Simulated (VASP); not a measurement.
# SnO2 (R-3m) in VASP: notebook

Runs on SnO2. Level: PBEsol. Tasks: single point.

All numbers are computed with VASP 6.6.1; they aren't measurements. Logs are shortened: lines on timing, memory, paths and dates and some standing lists are left out, and cuts for length are marked.

## Step 1: The cell of the first run

Symmetry: R-3m, No. 166, trigonal system. Conventional cell: a = 3.234 Å, b = 3.234 Å, c = 13.754 Å, α = 90.00°, β = 90.00°, γ = 120.00°. Within 2.8 Å of Sn (site symmetry -3m) lie 6 O at 2.10 Å. O (site symmetry 3m) has 3 Sn at 2.10 Å and 3 O at 2.69 Å within 2.8 Å.

## Step 2: Single point, PBEsol (strain -0.0450 x Voigt [0, 0, 1, 0, 0, 0])

INCAR

```
ALGO = Normal
EDIFF = 1E-6
ENCUT = 520
GGA = PS
ISIF = 2
ISMEAR = 0
LASPH = T
LCHARG = T
LELF = T
LREAL = F
LVHAR = T
LWAVE = F
NBANDS = 20
NELM = 60
PREC = Accurate
SIGMA = 0.05
```

KPOINTS

```
k-points
0
Gamma
  12 12 12
```

POSCAR

```
SnO2
1.0
    1.6170930752      0.9336291223      4.5845659177
   -1.6170930752      0.9336291223      4.5845659177
    0.0000000000     -1.8672582446      4.5845659177
Sn O
1 2
Direct
    0.5000000000      0.5000000000      0.5000000000
    0.2371700000      0.2371700000      0.2371700000
    0.7628300000      0.7628300000      0.7628300000
```

Potentials or basis: VASP PAW PBE potentials, release 64 (Sn_d, O).

Launch:

```sh
$ cat potpaw_PBE.64/Sn_d/POTCAR potpaw_PBE.64/O/POTCAR > POTCAR
$ mpirun -np 1 vasp_std > vasp.out
```

OUTCAR:

```text
EDIFF = 1E-6
   ENCUT = 520
   GGA = PS
   ISIF = 2
   ISMEAR = 0
   LASPH = T
   LREAL = F
   NELM = 60
   PREC = Accurate

 ion  position               nearest neighbor table
   1  0.500  0.500  0.500-   2 2.10   2 2.10   3 2.10   3 2.10   2 2.10   3 2.10
   2  0.237  0.237  0.237-   1 2.10   1 2.10   1 2.10
   3  0.763  0.763  0.763-   1 2.10   1 2.10   1 2.10

  LATTYP: Found a trigonal (rhomboedric) cell.
 ALAT       =     4.9502422169
 COS(alpha) =     0.7865740952

  Lattice vectors:

 A1 = (   1.6170930752,   0.9336291223,   4.5845659177)
 A2 = (  -1.6170930752,   0.9336291223,   4.5845659177)
 A3 = (   0.0000000000,  -1.8672582446,   4.5845659177)

Analysis of symmetry for initial positions (statically):
=====================================================================
 Subroutine PRICEL returns:
 Original cell was already a primitive cell.

 Routine SETGRP: Setting up the symmetry group for a
 trigonal (rhombohedral) supercell.

 Subroutine GETGRP returns: Found 12 space group operations
 (whereof 12 operations were pure point group operations)
 out of a pool of 12 trial point group operations.

The static configuration has the point symmetry D_3d.

Analysis of symmetry for dynamics (positions and initial velocities):
=====================================================================
 Subroutine PRICEL returns:
 Original cell was already a primitive cell.

 Routine SETGRP: Setting up the symmetry group for a
 trigonal (rhombohedral) supercell.

 Subroutine GETGRP returns: Found 12 space group operations
 (whereof 12 operations were pure point group operations)
 out of a pool of 12 trial point group operations.

The dynamic configuration has the point symmetry D_3d.

 Subroutine INISYM returns: Found 12 space group operations
 (whereof 12 operations are pure point group operations),
 and found     1 'primitive' translations

----------------------------------------------------------------------------------------

                                     Primitive cell

  volume of cell :      41.5297

  direct lattice vectors                    reciprocal lattice vectors
     1.617093075  0.933629122  4.584565918     0.309196797  0.178514854  0.072707720
    -1.617093075  0.933629122  4.584565918    -0.309196797  0.178514854  0.072707720
     0.000000000 -1.867258245  4.584565918     0.000000000 -0.357029708  0.072707720

  length of vectors
     4.950242217  4.950242217  4.950242217     0.364357826  0.364357826  0.364357826

  position of ions in fractional coordinates (direct lattice)
     0.500000000  0.500000000  0.500000000
     0.237170000  0.237170000  0.237170000
     0.762830000  0.762830000  0.762830000

  ion indices of the primitive-cell ions
   primitive index   ion index
                 1           1
                 2           2
                 3           3

----------------------------------------------------------------------------------------

 KPOINTS: k-points

Automatic generation of k-mesh.
 Grid dimensions read from file:
 generate k-points for:   12   12   12

 Generating k-lattice:

  Cartesian coordinates                     Fractional coordinates (reciprocal lattice)
     0.025766400  0.014876238  0.006058977     0.083333333 -0.000000000 -0.000000000
    -0.025766400  0.014876238  0.006058977    -0.000000000  0.083333333 -0.000000000
     0.000000000 -0.029752476  0.006058977    -0.000000000 -0.000000000  0.083333333

  Length of vectors
     0.030363152  0.030363152  0.030363152

  Shift w.r.t. Gamma in fractional coordinates (k-lattice)
     0.000000000  0.000000000  0.000000000

 Subroutine IBZKPT returns following result:
 ===========================================

 Found    189 irreducible k-points:

 Following reciprocal coordinates:
            Coordinates               Weight
  0.000000  0.000000  0.000000      1.000000
  0.083333  0.000000  0.000000      6.000000
  0.166667  0.000000  0.000000      6.000000
  0.250000 -0.000000  0.000000      6.000000
  0.333333  0.000000  0.000000      6.000000
  0.416667  0.000000  0.000000      6.000000
[... 16 lines left out ...]
  0.500000  0.166667  0.000000     12.000000
 -0.416667  0.166667 -0.000000     12.000000
 [... further k-points ...]
   k-points           NKPTS =    189   k-points in BZ     NKDIM =    189   number of bands    NBANDS=     20
   number of dos      NEDOS =    301   number of ions     NIONS =      3
   total plane-waves  NPLWV =  64000
   dimension x,y,z NGX =    40 NGY =   40 NGZ =   40
   dimension x,y,z NGXF=    80 NGYF=   80 NGZF=   80
   ions per type =               1   2
   NGX,Y,Z   is equivalent  to a cutoff of  13.43, 13.43, 13.43 a.u.
   NGXF,Y,Z  is equivalent  to a cutoff of  26.87, 26.87, 26.87 a.u.
 SYSTEM =  unknown system
   PREC   = accura    normal or accurate (medium, high low for compatibility)
   ISTART =      0    job   : 0-new  1-cont  2-samecut
   ICHARG =      2    charge: 1-file 2-atom 10-const
   ISPIN  =      1    spin polarized calculation?
   LNONCOLLINEAR =      F non collinear calculations
   LSORBIT =      F    spin-orbit coupling
   LASPH  =      T    aspherical Exc in radial PAW
   ENCUT  =  520.0 eV  38.22 Ry    6.18 a.u.   9.20  9.20  9.20*2*pi/ulx,y,z
   NELM   =     60;   NELMIN=  2; NELMDL= -5     # of ELM steps
   EDIFF  = 0.1E-05   stopping-criterion for ELM
   LREAL  =      F    real-space projection
   EDIFFG = 0.1E-04   stopping-criterion for IOM
   NSW    =      0    number of steps for IOM
   IBRION =     -1    ionic relax: 0-MD 1-quasi-New 2-CG
   NFREE  =      0    steps in history (QN), initial steepest desc. (CG)
   ISIF   =      2    stress and relaxation
   ISYM   =      2    0-nonsym 1-usesym 2-fastsym
   POTIM  = 0.5000    time-step for ionic-motion
   TEBEG  =    0.0;   TEEND  =   0.0 temperature during run
   PSTRESS=    0.0 pullay stress
   NELECT =      26.0000    total number of electrons
   NUPDOWN=      -1.0000    fix difference up-down
   EMIN   =  10.00;   EMAX   =-10.00  energy-range for DOS
   EFERMI =   0.00;   METHOD = LEGACY
   ISMEAR =     0;   SIGMA  =   0.05  broadening in eV -4-tet -1-fermi 0-gaus
   EFERMI_NEDOS =   21; number of points for ismear=-14 and -15
   IALGO  =     38    algorithm
   IMIX   =      4    mixing-type and parameters
     AMIX     =   0.40;   BMIX     =  1.00
     AMIX_MAG =   1.60;   BMIX_MAG =  1.00
  volume/ion in A,a.u.               =      13.84        93.42
  Fermi-wavevector in a.u.,A,eV,Ry     =   1.400489  2.646540 26.686045  1.961369
  Thomas-Fermi vector in A             =   2.523444
   LORBIT       =      0    0 simple, 1 ext, 2 COOP (PROOUT), +10 PAW based schemes
   GGA     = PS    functional components
   LHFCALC =     F    Hartree Fock is set to
   AEXX    =    0.0000 exact exchange contribution
   IVDW    =     0    specifies the selected vdW correction
   LEPSILON=     F    determine dielectric tensor
   LRPA    =     F    only Hartree local field effects (RPA)
 non-spin polarized calculation
 Gauss-broadening in eV      SIGMA  =   0.05
  energy-cutoff  :      520.00
  volume of cell :       41.53
 maximum number of plane-waves:      1132
 NGX is ok and might be reduce to    40
   NGX = 19   NGY = 19   NGZ = 19

 number of electron      25.9999999 magnetization

 Free energy of the ion-electron system (eV)
  ---------------------------------------------------
  ext. energy  EPLUGINS =         0.00000000
  ---------------------------------------------------
  free energy    TOTEN  =       -19.31270081 eV

  energy without entropy =      -19.31270081  energy(sigma->0) =      -19.31270081

 E-fermi :   3.9990     XC(G=0): -10.5036

 val. band max:        3.7623052416   @ k =  -0.1667   0.1667   0.0000
 cond. band min:       5.5887076845   @ k =   0.0000   0.0000   0.0000
 fundamental gap:      1.8264024429
 Fermi energy:         3.9990162669

 k-point     1 :       0.0000    0.0000    0.0000
  band No.  band energies     occupation
      1     -16.2469      2.00000
      2     -15.9431      2.00000
      3     -15.9431      2.00000
      4     -15.7416      2.00000
      5     -15.7416      2.00000
      6     -14.2779      2.00000
[... 12 lines left out ...]
     19      20.7759      0.00000
     20      20.7759      0.00000

 k-point     2 :       0.0833    0.0000    0.0000
  band No.  band energies     occupation
      1     -16.2136      2.00000
      2     -16.0041      2.00000
      3     -15.9284      2.00000
      4     -15.7550      2.00000
      5     -15.7413      2.00000
      6     -14.2335      2.00000
[... 12 lines left out ...]
     19      19.2958      0.00000
     20      20.7974      0.00000

 k-point     3 :       0.1667    0.0000    0.0000
  band No.  band energies     occupation
      1     -16.2224      2.00000
      2     -16.0723      2.00000
      3     -15.8931      2.00000
      4     -15.7786      2.00000
      5     -15.7354      2.00000
      6     -14.0911      2.00000
[... 12 lines left out ...]
     19      18.0260      0.00000
     20      20.8993      0.00000

 k-point     4 :       0.2500   -0.0000    0.0000
  band No.  band energies     occupation
      1     -16.4245      2.00000
      2     -15.9722      2.00000
      3     -15.8616      2.00000
      4     -15.7961      2.00000
      5     -15.7094      2.00000
      6     -13.8426      2.00000
[... 12 lines left out ...]
     19      17.1877      0.00000
     20      20.8291      0.00000

 k-point     5 :       0.3333    0.0000    0.0000
  band No.  band energies     occupation
      1     -16.6188      2.00000
      2     -15.9026      2.00000
      3     -15.8511      2.00000
      4     -15.7799      2.00000
      5     -15.6611      2.00000
      6     -13.5191      2.00000
[... 12 lines left out ...]
     19      16.8724      0.00000
     20      19.2751      0.00000
[... 353 lines left out ...]
      6     -13.6175      2.00000
[... 12 lines left out ...]
     19      17.0549      0.00000
     20      19.5780      0.00000

 k-point    22 :       0.4167    0.1667    0.0000
  band No.  band energies     occupation
      1     -16.5556      2.00000
      2     -16.0667      2.00000
      3     -15.8348      2.00000
      4     -15.7951      2.00000
      5     -15.6591      2.00000
      6     -13.2134      2.00000
[... 12 lines left out ...]
     19      17.3749      0.00000
     20      18.5363      0.00000

 k-point    23 :       0.5000    0.1667    0.0000
  band No.  band energies     occupation
      1     -16.6483      2.00000
      2     -16.0581      2.00000
      3     -15.8499      2.00000
      4     -15.7544      2.00000
      5     -15.6608      2.00000
      6     -12.8271      2.00000
[... 12 lines left out ...]
     19      17.6503      0.00000
     20      17.8242      0.00000

 k-point    24 :      -0.4167    0.1667   -0.0000
  band No.  band energies     occupation
      1     -16.6812      2.00000
      2     -16.0555      2.00000
      3     -15.8560      2.00000
      4     -15.7227      2.00000
      5     -15.6771      2.00000
      6     -12.6635      2.00000
[... 12 lines left out ...]
     19      17.1539      0.00000
     20      18.0157      0.00000

 [... further k-points ...]

------------------------ aborting loop because EDIFF is reached ----------------------------------------

  FORCE on cell =-STRESS in cart. coord.  units (eV):
  Direction    XX          YY          ZZ          XY          YZ          ZX
  --------------------------------------------------------------------------------------
  -------------------------------------------------------------------------------------
  Total       -0.3937040     -0.3937040      0.1676057      0.0000000      0.0000000      0.0000000
  in kB      -15.1887329    -15.1887329      6.4660729      0.0000000      0.0000000      0.0000000
  external PRESSURE =      -7.9704643 kB  Pullay stress =       0.0000000 kB

 VOLUME and BASIS-vectors are now :
 -----------------------------------------------------------------------------
  energy-cutoff  :      520.00
  volume of cell :       41.53
      direct lattice vectors                 reciprocal lattice vectors
     1.617093075  0.933629122  4.584565918     0.309196797  0.178514854  0.072707720
    -1.617093075  0.933629122  4.584565918    -0.309196797  0.178514854  0.072707720
     0.000000000 -1.867258245  4.584565918     0.000000000 -0.357029708  0.072707720

 POSITION                                       TOTAL-FORCE (eV/Angst)
 -----------------------------------------------------------------------------------
      0.00000      0.00000      6.87685         0.000000      0.000000     -0.000000
      0.00000      0.00000      3.26196        -0.000000     -0.000000      0.236471
      0.00000      0.00000     10.49173        -0.000000      0.000000     -0.236471
 -----------------------------------------------------------------------------------
    total drift:                                0.000000      0.000000      0.000000

  FREE ENERGIE OF THE ION-ELECTRON SYSTEM (eV)
  ---------------------------------------------------
  free  energy   TOTEN  =       -19.3127008078 eV

  energy  without entropy=      -19.3127008078  energy(sigma->0) =      -19.31270081
```

Run time: 4.7 min. Hardware: 1 thread of Intel Xeon Platinum 8559C (Emerald Rapids), shared host; peak memory 0.33 GiB.

What came out:

```yaml
Free_energy: -19.3127 eV
Pressure: -0.8 GPa
Largest_force: 0.236 eV/Å
Band_gap_on_the_k_mesh: 1.83 eV (least direct gap 1.95 eV)
```

Forces on the atoms (eV/Å):
```
Sn   0.000  0.000  0.000
O    0.000  0.000  0.236
O    0.000  0.000 -0.236
```

Levels at points of the mesh, in eV from the valence-band top:
```
           k point  band 9  band 10  band 11  band 12  band 13  band 14  band 15  band 16  band 17  band 18
(0.00, 0.00, 0.00)   -1.41    -1.41    -1.04    -1.04    -0.12     1.83     5.63    10.87    10.87    11.96
(0.50, 0.00, 0.00)   -4.25    -3.22    -1.51    -0.68    -0.65     5.47     7.81     9.83    12.45    13.00
(0.50, 0.50, 0.00)   -4.56    -3.35    -1.07    -0.46    -0.01     5.13     6.85    10.83    11.03    12.77
(0.50, 0.50, 0.50)   -1.51    -1.50    -1.50    -0.98    -0.98     3.30     5.68    11.12    11.12    12.43
```

Caveat: the cell differs from its parent crystal (strain -0.0450 x Voigt [0, 0, 1, 0, 0, 0]); the PAW data sets were made with another functional, which shifts forces and pressure a little; spin-orbit coupling is left out, which moves the levels of the heavy elements. A k mesh can miss the band edges.

## Step 3: Single point, PBEsol (strain -0.0300 x Voigt [0, 0, 1, 0, 0, 0])

INCAR, as its differences from that of step 2:

```diff
@@ -7,6 +7,4 @@
 LASPH = T
-LCHARG = T
-LELF = T
+LCHARG = F
 LREAL = F
-LVHAR = T
 LWAVE = F
```

KPOINTS is that of step 2.

POSCAR

```
SnO2
1.0
    1.6170930752      0.9336291223      4.6565748065
   -1.6170930752      0.9336291223      4.6565748065
    0.0000000000     -1.8672582446      4.6565748065
Sn O
1 2
Direct
    0.5000000000      0.5000000000      0.5000000000
    0.2371700000      0.2371700000      0.2371700000
    0.7628300000      0.7628300000      0.7628300000
```

Potentials or basis: VASP PAW PBE potentials, release 64 (Sn_d, O).

Launch:

```sh
$ cat potpaw_PBE.64/Sn_d/POTCAR potpaw_PBE.64/O/POTCAR > POTCAR
$ mpirun -np 1 vasp_std > vasp.out
```

It took 4.9 min on 1 thread of Intel Xeon Platinum 8559C (Emerald Rapids), shared host; peak memory 0.33 GiB.

The run converged. Its results:

* Free energy: -19.3133 eV
* Pressure: -2.2 GPa
* Largest force: 0.040 eV/Å
* Band gap on the k mesh: 1.83 eV (least direct gap 1.95 eV)

Forces on the atoms (eV/Å):
```
Sn   0.000  0.000  0.000
O    0.000  0.000  0.040
O    0.000  0.000 -0.040
```

Stress tensor (GPa, compression positive):
```
-2.84  0.00  0.00
 0.00 -2.84  0.00
 0.00  0.00 -0.80
```

Levels at points of the mesh, in eV from the valence-band top:
| k point | band 9 | band 10 | band 11 | band 12 | band 13 | band 14 | band 15 | band 16 | band 17 | band 18 |
| --- | --- | --- | --- | --- | --- | --- | --- | --- | --- | --- |
| (0.00, 0.00, 0.00) | -1.37 | -1.37 | -1.00 | -1.00 | -0.12 | 1.83 | 5.61 | 10.87 | 10.87 | 11.81 |
| (0.50, 0.00, 0.00) | -4.23 | -3.14 | -1.50 | -0.64 | -0.63 | 5.39 | 7.73 | 9.87 | 12.35 | 12.84 |
| (0.50, 0.50, 0.00) | -4.51 | -3.25 | -1.10 | -0.46 | -0.02 | 5.08 | 6.82 | 10.74 | 11.07 | 12.64 |
| (0.50, 0.50, 0.50) | -1.45 | -1.45 | -1.43 | -0.93 | -0.93 | 3.23 | 5.62 | 11.09 | 11.09 | 12.26 |

Caveat: the cell differs from its parent crystal (strain -0.0300 x Voigt [0, 0, 1, 0, 0, 0]); the PAW data sets were made with another functional, which shifts forces and pressure a little; spin-orbit coupling is left out, which moves the levels of the heavy elements.

## Step 4: Single point, PBEsol (strain -0.0150 x Voigt [0, 0, 1, 0, 0, 0])

INCAR

```
PREC = Accurate
ENCUT = 520
EDIFF = 1E-6
ISMEAR = 0
SIGMA = 0.05
LREAL = False
LASPH = True
NELM = 60
ALGO = Normal
ISIF = 2
LWAVE = False
LCHARG = True
GGA = PS
LELF = True
LVHAR = True
NBANDS = 20
```

KPOINTS

```
Automatic mesh
0
Gamma
  12 12 12
```

POSCAR

```
SnO2
1.0
    1.6170930752      0.9336291223      4.7285836952
   -1.6170930752      0.9336291223      4.7285836952
    0.0000000000     -1.8672582446      4.7285836952
Sn O
1 2
Direct
    0.5000000000      0.5000000000      0.5000000000
    0.2371700000      0.2371700000      0.2371700000
    0.7628300000      0.7628300000      0.7628300000
```

Launch:

```sh
$ cat potpaw_PBE.64/Sn_d/POTCAR potpaw_PBE.64/O/POTCAR > POTCAR
$ mpirun -np 1 vasp_std > vasp.out
```

Wall time 5.3 min (1 thread of Intel Xeon Platinum 8559C (Emerald Rapids), shared host); peak memory 0.33 GiB.

It converged, with:

* Free energy: -19.3081 eV
* Pressure: -3.4 GPa
* Largest force: 0.155 eV/Å
* Band gap on the k mesh: 1.84 eV (least direct gap 1.96 eV)

Forces on the atoms (eV/Å):
```
Sn   0.000  0.000  0.000
O    0.000  0.000 -0.155
O    0.000  0.000  0.155
```

Stress tensor (GPa, compression positive):
```
-4.04  0.00  0.00
 0.00 -4.04  0.00
 0.00  0.00 -2.21
```

Levels at points of the mesh, in eV from the valence-band top:
```
           k point  band 11  band 12  band 13  band 14  band 15  band 16
(0.00, 0.00, 0.00)    -0.95    -0.95    -0.12     1.84     5.59    10.87
(0.50, 0.00, 0.00)    -1.49    -0.62    -0.60     5.31     7.66     9.90
(0.50, 0.50, 0.00)    -1.12    -0.46    -0.02     5.02     6.80    10.66
(0.50, 0.50, 0.50)    -1.35    -0.89    -0.89     3.17     5.57    11.07
```

Caveat: the cell differs from its parent crystal (strain -0.0150 x Voigt [0, 0, 1, 0, 0, 0]); the cell stands under tension; the PAW data sets were made with another functional, which shifts forces and pressure a little; spin-orbit coupling is left out, which moves the levels of the heavy elements. A k mesh can miss the band edges.

(Part 1 of 2 ends here.)
